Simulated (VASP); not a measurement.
# SrO (Immm) in VASP: a series of runs, part 2 of 2

VASP 6.6.1. The steps go on from the part before.

**5. Single point, PBE (strain +0.0050 x Voigt [0, 0, 0, 0, 0, 1])**

INCAR

```
SYSTEM = SrO
ALGO = Normal
EDIFF = 1E-6
ENCUT = 520
GGA = PE
ISIF = 2
ISMEAR = 0
LASPH = .True.
LCHARG = .True.
LELF = .True.
LREAL = .False.
LVHAR = .True.
LWAVE = .False.
NBANDS = 15
NELM = 60
PREC = Accurate
SIGMA = 0.05
```

KPOINTS

```
k-points
0
Gamma
  8 8 8
  0 0 0
```

POSCAR

```
SrO
1.0
    0.0064245000      2.5698000000      2.5698000000
    2.5698000000      0.0064245000      2.5698000000
    2.5762245000      2.5762245000      0.0000000000
Sr O
1 1
Direct
    0.0000000000      0.0000000000      0.0000000000
    0.5000000000      0.5000000000      0.5000000000
```

Potentials or basis: VASP PAW PBE potentials, release 64 (Sr_sv, O).

The run is started by

```bash
> cat potpaw_PBE.64/Sr_sv/POTCAR potpaw_PBE.64/O/POTCAR > POTCAR
> mpirun -np 1 vasp_std > vasp.out
```

OUTCAR:

```text
SYSTEM = SrO
   EDIFF = 1E-6
   ENCUT = 520
   GGA = PE
   ISIF = 2
   ISMEAR = 0
   LASPH = .True.
   LREAL = .False.
   NELM = 60
   PREC = Accurate

 ion  position               nearest neighbor table
   1  0.000  0.000  0.000-   2 2.57   2 2.57   2 2.57   2 2.57   2 2.57   2 2.57
   2  0.500  0.500  0.500-   1 2.57   1 2.57   1 2.57   1 2.57   1 2.57   1 2.57

  LATTYP: Found a body centered orthorhombic cell.
 ALAT       =     3.6251603976
 B/A-ratio  =     1.0050125313
 C/A-ratio  =     1.4177579573

  Lattice vectors:

 A1 = (   2.5698000000,   0.0064245000,  -2.5698000000)
 A2 = (  -2.5698000000,  -0.0064245000,  -2.5698000000)
 A3 = (   0.0064245000,   2.5698000000,   2.5698000000)

Analysis of symmetry for initial positions (statically):
=====================================================================
 Subroutine PRICEL returns:
 Original cell was already a primitive cell.

 Routine SETGRP: Setting up the symmetry group for a
 body centered orthorhombic supercell.

 Subroutine GETGRP returns: Found  8 space group operations
 (whereof  8 operations were pure point group operations)
 out of a pool of  8 trial point group operations.

The static configuration has the point symmetry D_2h.

Analysis of symmetry for dynamics (positions and initial velocities):
=====================================================================
 Subroutine PRICEL returns:
 Original cell was already a primitive cell.

 Routine SETGRP: Setting up the symmetry group for a
 body centered orthorhombic supercell.

 Subroutine GETGRP returns: Found  8 space group operations
 (whereof  8 operations were pure point group operations)
 out of a pool of  8 trial point group operations.

The dynamic configuration has the point symmetry D_2h.

 Subroutine INISYM returns: Found  8 space group operations
 (whereof  8 operations are pure point group operations),
 and found     1 'primitive' translations

----------------------------------------------------------------------------------------

                                     Primitive cell

  volume of cell :      33.9410

  direct lattice vectors                    reciprocal lattice vectors
     0.006424500  2.569800000  2.569800000    -0.195055309  0.195055309  0.194567671
     2.569800000  0.006424500  2.569800000     0.195055309 -0.195055309  0.194567671
     2.576224500  2.576224500  0.000000000     0.194082464  0.194082464 -0.194567671

  length of vectors
     3.634251691  3.634251691  3.643331628     0.337564402  0.337564402  0.336441056

  position of ions in fractional coordinates (direct lattice)
     0.000000000  0.000000000  0.000000000
     0.500000000  0.500000000  0.500000000

  ion indices of the primitive-cell ions
   primitive index   ion index
                 1           1
                 2           2

----------------------------------------------------------------------------------------

 KPOINTS: k-points

Automatic generation of k-mesh.
 Grid dimensions read from file:
 generate k-points for:    8    8    8

 Generating k-lattice:

  Cartesian coordinates                     Fractional coordinates (reciprocal lattice)
    -0.024381914  0.024381914  0.024320959     0.125000000  0.000000000  0.000000000
     0.024381914 -0.024381914  0.024320959     0.000000000  0.125000000  0.000000000
     0.024260308  0.024260308 -0.024320959     0.000000000  0.000000000  0.125000000

  Length of vectors
     0.042195550  0.042195550  0.042055132

  Shift w.r.t. Gamma in fractional coordinates (k-lattice)
     0.000000000  0.000000000  0.000000000

 Subroutine IBZKPT returns following result:
 ===========================================

 Found     95 irreducible k-points:

 Following reciprocal coordinates:
            Coordinates               Weight
  0.000000  0.000000  0.000000      1.000000
  0.125000  0.000000  0.000000      4.000000
  0.250000  0.000000  0.000000      4.000000
  0.375000  0.000000  0.000000      4.000000
  0.500000  0.000000  0.000000      2.000000
  0.125000  0.125000  0.000000      2.000000
[... 16 lines left out ...]
  0.125000 -0.000000  0.125000      4.000000
  0.250000  0.000000  0.125000      8.000000
 [... further k-points ...]
   k-points           NKPTS =     95   k-points in BZ     NKDIM =     95   number of bands    NBANDS=     15
   number of dos      NEDOS =    301   number of ions     NIONS =      2
   total plane-waves  NPLWV =  21952
   dimension x,y,z NGX =    28 NGY =   28 NGZ =   28
   dimension x,y,z NGXF=    56 NGYF=   56 NGZF=   56
   ions per type =               1   1
   NGX,Y,Z   is equivalent  to a cutoff of  12.81, 12.81, 12.78 a.u.
   NGXF,Y,Z  is equivalent  to a cutoff of  25.62, 25.62, 25.55 a.u.
 SYSTEM =  SrO
   PREC   = accura    normal or accurate (medium, high low for compatibility)
   ISTART =      0    job   : 0-new  1-cont  2-samecut
   ICHARG =      2    charge: 1-file 2-atom 10-const
   ISPIN  =      1    spin polarized calculation?
   LNONCOLLINEAR =      F non collinear calculations
   LSORBIT =      F    spin-orbit coupling
   LASPH  =      T    aspherical Exc in radial PAW
   ENCUT  =  520.0 eV  38.22 Ry    6.18 a.u.   6.76  6.76  6.77*2*pi/ulx,y,z
   NELM   =     60;   NELMIN=  2; NELMDL= -5     # of ELM steps
   EDIFF  = 0.1E-05   stopping-criterion for ELM
   LREAL  =      F    real-space projection
   EDIFFG = 0.1E-04   stopping-criterion for IOM
   NSW    =      0    number of steps for IOM
   IBRION =     -1    ionic relax: 0-MD 1-quasi-New 2-CG
   NFREE  =      0    steps in history (QN), initial steepest desc. (CG)
   ISIF   =      2    stress and relaxation
   ISYM   =      2    0-nonsym 1-usesym 2-fastsym
   POTIM  = 0.5000    time-step for ionic-motion
   TEBEG  =    0.0;   TEEND  =   0.0 temperature during run
   PSTRESS=    0.0 pullay stress
   NELECT =      16.0000    total number of electrons
   NUPDOWN=      -1.0000    fix difference up-down
   EMIN   =  10.00;   EMAX   =-10.00  energy-range for DOS
   EFERMI =   0.00;   METHOD = LEGACY
   ISMEAR =     0;   SIGMA  =   0.05  broadening in eV -4-tet -1-fermi 0-gaus
   EFERMI_NEDOS =   21; number of points for ismear=-14 and -15
   IALGO  =     38    algorithm
   IMIX   =      4    mixing-type and parameters
     AMIX     =   0.40;   BMIX     =  1.00
     AMIX_MAG =   1.60;   BMIX_MAG =  1.00
  volume/ion in A,a.u.               =      16.97       114.52
  Fermi-wavevector in a.u.,A,eV,Ry     =   1.274108  2.407716 22.087051  1.623352
  Thomas-Fermi vector in A             =   2.406895
   LORBIT       =      0    0 simple, 1 ext, 2 COOP (PROOUT), +10 PAW based schemes
   GGA     = PE    functional components
   LHFCALC =     F    Hartree Fock is set to
   AEXX    =    0.0000 exact exchange contribution
   IVDW    =     0    specifies the selected vdW correction
   LEPSILON=     F    determine dielectric tensor
   LRPA    =     F    only Hartree local field effects (RPA)
 non-spin polarized calculation
 Gauss-broadening in eV      SIGMA  =   0.05
  energy-cutoff  :      520.00
  volume of cell :       33.94
 maximum number of plane-waves:       941
   NGX = 13   NGY = 13   NGZ = 13

 number of electron      15.9999997 magnetization

 Free energy of the ion-electron system (eV)
  ---------------------------------------------------
  ext. energy  EPLUGINS =         0.00000000
  ---------------------------------------------------
  free energy    TOTEN  =       -12.04016834 eV

  energy without entropy =      -12.04016834  energy(sigma->0) =      -12.04016834

 E-fermi :   1.9086     XC(G=0): -10.0331

 val. band max:        1.6754115901   @ k =   0.0000   0.0000   0.0000
 cond. band min:       4.9338305813   @ k =   0.5000   0.5000   0.0000
 fundamental gap:      3.2584189912
 Fermi energy:         1.9086137716

 k-point     1 :       0.0000    0.0000    0.0000
  band No.  band energies     occupation
      1     -30.7141      2.00000
      2     -13.4225      2.00000
      3     -12.3519      2.00000
      4     -12.3506      2.00000
      5     -12.3492      2.00000
      6       1.6647      2.00000
      7       1.6700      2.00000
      8       1.6754      2.00000
      9       5.6630      0.00000
     10       7.8528      0.00000
     11       7.8837      0.00000
     12       7.9149      0.00000
     13      10.0543      0.00000
     14      10.0543      0.00000
[... 401 lines left out ...]
      2     -14.2003      2.00000
      3     -12.4568      2.00000
      4     -12.4348      2.00000
      5     -11.7031      2.00000
      6       0.4099      2.00000
      7       1.2810      2.00000
      8       1.3815      2.00000
      9       6.9234      0.00000
     10       7.4498      0.00000
     11       9.2341      0.00000
     12       9.3771      0.00000
     13      10.8694      0.00000
     14      11.7187      0.00000
     15      17.4036      0.00000

 [... further k-points ...]
[... 5 lines left out ...]
  --------------------------------------------------------------------------------------
  -------------------------------------------------------------------------------------
  Total        0.7440176      0.7440176      0.7436560     -0.0572517      0.0000000      0.0000000
  in kB       35.1211339     35.1211339     35.1040664     -2.7025478      0.0000000      0.0000000
  external PRESSURE =      35.1154447 kB  Pullay stress =       0.0000000 kB

 VOLUME and BASIS-vectors are now :
 -----------------------------------------------------------------------------
  energy-cutoff  :      520.00
  volume of cell :       33.94
      direct lattice vectors                 reciprocal lattice vectors
     0.006424500  2.569800000  2.569800000    -0.195055309  0.195055309  0.194567671
     2.569800000  0.006424500  2.569800000     0.195055309 -0.195055309  0.194567671
     2.576224500  2.576224500  0.000000000     0.194082464  0.194082464 -0.194567671

 POSITION                                       TOTAL-FORCE (eV/Angst)
 -----------------------------------------------------------------------------------
      0.00000      0.00000      0.00000         0.000000     -0.000000      0.000000
      2.57622      2.57622      2.56980        -0.000000      0.000000     -0.000000
 -----------------------------------------------------------------------------------
    total drift:                                0.000000      0.000000      0.000000

  FREE ENERGIE OF THE ION-ELECTRON SYSTEM (eV)
  ---------------------------------------------------
  free  energy   TOTEN  =       -12.0401683368 eV

  energy  without entropy=      -12.0401683368  energy(sigma->0) =      -12.04016834
```

OSZICAR:

```text
N       E                     dE             d eps       ncg     rms          rms(c)
DAV:   1     0.667729943131E+02    0.66773E+02   -0.84274E+03  2858   0.104E+03
DAV:   2    -0.112130198000E+02   -0.77986E+02   -0.71317E+02  3910   0.219E+02
DAV:   3    -0.141896270176E+02   -0.29766E+01   -0.29629E+01  3782   0.386E+01
DAV:   4    -0.142421823314E+02   -0.52555E-01   -0.52551E-01  3500   0.503E+00
DAV:   5    -0.142434711633E+02   -0.12888E-02   -0.12888E-02  3725   0.601E-01    0.165E+01
DAV:   6    -0.121874427085E+02    0.20560E+01   -0.66529E+00  2913   0.195E+01    0.194E+01
DAV:   7    -0.120489046496E+02    0.13854E+00   -0.29433E-01  3354   0.483E+00    0.113E+01
DAV:   8    -0.120381406880E+02    0.10764E-01   -0.11774E-01  3676   0.342E+00    0.442E-01
DAV:   9    -0.120395461349E+02   -0.14054E-02   -0.57273E-03  3590   0.480E-01    0.232E-01
DAV:  10    -0.120400086222E+02   -0.46249E-03   -0.44239E-04  3144   0.196E-01    0.842E-02
DAV:  11    -0.120401502466E+02   -0.14162E-03   -0.13942E-04  3067   0.873E-02    0.270E-02
DAV:  12    -0.120401682512E+02   -0.18005E-04   -0.27470E-05  3039   0.384E-02    0.218E-02
DAV:  13    -0.120401683368E+02   -0.85648E-07   -0.14243E-06  2967   0.105E-02
   1 F= -.12040168E+02 E0= -.12040168E+02  d E =-.292362E-13
```

stdout:

```text
POSCAR found type information on POSCAR SrO
 POSCAR found :  2 types and       2 ions
 scaLAPACK will be used
 LDA part: xc-table for (Slater+PW92), standard interpolation
 POSCAR, INCAR and KPOINTS ok, starting setup
 FFT: planning ... GRIDC
 FFT: planning ... GRID_SOFT
 FFT: planning ... GRID
 WAVECAR not read
 entering main loop
```

Wall time 71 s (1 thread of Intel Xeon 8259CL, shared host); peak memory 0.19 GiB.

Results:

| Property | Result |
| --- | --- |
| Free energy | -12.0402 eV |
| Pressure | 3.5 GPa |
| Band gap on the k mesh | 3.26 eV, indirect (least direct gap 3.34 eV) |

Caveat: the cell differs from its parent crystal (strain +0.0050 x Voigt [0, 0, 0, 0, 0, 1]).

**6. Single point, PBE (strain +0.0175 x Voigt [0, 0, 0, 0, 0, 1])**

INCAR

```
PREC = Accurate
ENCUT = 520
EDIFF = 1E-7
ISMEAR = 0
SIGMA = 0.05
LREAL = F
LASPH = T
NELM = 100
ALGO = Normal
ISIF = 2
LWAVE = F
LCHARG = F
GGA = PE
NBANDS = 15
```

KPOINTS

```
regular mesh
0
Gamma
  8 8 8
```

POSCAR

```
SrO
1.0
    0.0224857500      2.5698000000      2.5698000000
    2.5698000000      0.0224857500      2.5698000000
    2.5922857500      2.5922857500      0.0000000000
Sr O
1 1
Direct
    0.0000000000      0.0000000000      0.0000000000
    0.5000000000      0.5000000000      0.5000000000
```

Potentials or basis: VASP PAW PBE potentials, release 64 (Sr_sv, O).

The run is started by

```bash
> cat potpaw_PBE.64/Sr_sv/POTCAR potpaw_PBE.64/O/POTCAR > POTCAR
> mpirun -np 1 vasp_std > vasp.out
```

It took 80 s on 1 thread of Intel Xeon 8259CL, shared host; peak memory 0.19 GiB.

The run converged. Its results:

* Free energy: -12.0385 eV
* Pressure: 3.5 GPa
* Band gap on the k mesh: 3.24 eV, indirect (least direct gap 3.33 eV)

Stress tensor (GPa, compression positive):
```
 3.51 -0.95  0.00
-0.95  3.51  0.00
 0.00  0.00  3.49
```

Levels at points of the mesh, in eV from the valence-band top:
| k point | band 6 | band 7 | band 8 | band 9 | band 10 | band 11 |
| --- | --- | --- | --- | --- | --- | --- |
| (0.00, 0.00, 0.00) | -0.04 | -0.02 | 0.00 | 3.97 | 6.09 | 6.19 |
| (0.50, 0.00, 0.00) | -2.19 | -1.21 | -1.16 | 6.56 | 8.46 | 8.79 |
| (0.50, 0.50, 0.00) | -0.45 | -0.13 | -0.08 | 3.24 | 7.79 | 10.16 |
| (0.00, 0.00, 0.50) | -2.19 | -1.16 | -1.10 | 6.51 | 8.44 | 8.71 |
| (0.50, 0.00, 0.50) | -0.45 | -0.11 | -0.11 | 3.24 | 7.79 | 10.15 |

Caveat: the cell differs from its parent crystal (strain +0.0175 x Voigt [0, 0, 0, 0, 0, 1]).

**7. The runs side by side**

| cell | gap on the mesh (eV) | pressure (GPa) |
| --- | --- | --- |
| a = 3.634, b = 3.634, c = 3.598 Å, angles 60.3, 60.3, 60.7°, 2 atoms | 3.24 | 3.5 |
| a = 3.634, b = 3.634, c = 3.662 Å, angles 59.8, 59.8, 59.5°, 2 atoms | 3.25 | 3.5 |
| a = 3.634, b = 3.634, c = 3.616 Å, angles 60.2, 60.2, 60.3°, 2 atoms | 3.25 | 3.5 |
| a = 3.634, b = 3.634, c = 3.643 Å, angles 59.9, 59.9, 59.8°, 2 atoms | 3.26 | 3.5 |
| a = 3.634, b = 3.634, c = 3.666 Å, angles 59.7, 59.7, 59.4°, 2 atoms | 3.24 | 3.5 |

Alike in all rows: task single point; level PBE; potentials or basis VASP PAW PBE potentials, release 64 (Sr_sv, O); no spin polarisation; k mesh 8 × 8 × 8; cutoff (eV) 520; smearing gaussian 0.05 eV.

Total energies depend on the potentials used, so only differences within one code and one set of settings carry meaning.
